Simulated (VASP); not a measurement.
Wanted: the native input for a VASP 6.6.1 run.

```
Task                   : single point
Functional             : PBE
Potentials or basis    : VASP PAW PBE potentials, release 64 (Rh_pv)
Cutoff                 : 520 eV
k mesh                 : 18 × 18 × 18
Occupations            : gaussian, width 0.1 eV
Spin                   : no spin polarisation
Dipole correction      : no
Further INCAR settings : ALGO = Normal; EDIFF = 1e-07; NBANDS = 14
```

The structure of Rh lies in POSCAR:

```
Rh
1.0
    0.0000000000      1.8351032935      1.8351032935
    1.8351032935      0.0000000000      1.8351032935
    1.8351032935      1.8351032935      0.0000000000
Rh
1
Direct
    0.0000000000      0.0000000000      0.0000000000
```

This cell differs from its parent crystal: volume scaled by 0.88.

These files were run (other wordings do the same):

INCAR

```
SYSTEM = Rh
  PREC = Accurate
  ENCUT = 520
  EDIFF = 1E-7
  ISMEAR = 0
  SIGMA = 0.1
  LREAL = .False.
  LASPH = .True.
  NELM = 100
  ALGO = Normal
  ISIF = 2
  LWAVE = .False.
  LCHARG = .True.
  GGA = PE
  LELF = .True.
  LVHAR = .True.
  NBANDS = 14
```

KPOINTS

```
regular mesh
0
Gamma
  18 18 18
  0 0 0
```

Potentials or basis: VASP PAW PBE potentials, release 64 (Rh_pv).

Launch:

```sh
$ cat potpaw_PBE.64/Rh_pv/POTCAR > POTCAR
$ mpirun -np 1 vasp_std > vasp.out
```

It gave:

* Pressure: 45.7 GPa

Run time: 21 s on 1 thread of Intel(R) Xeon(R) Platinum 8488C (Sapphire Rapids), with other jobs on the host, peak memory 0.15 GiB.
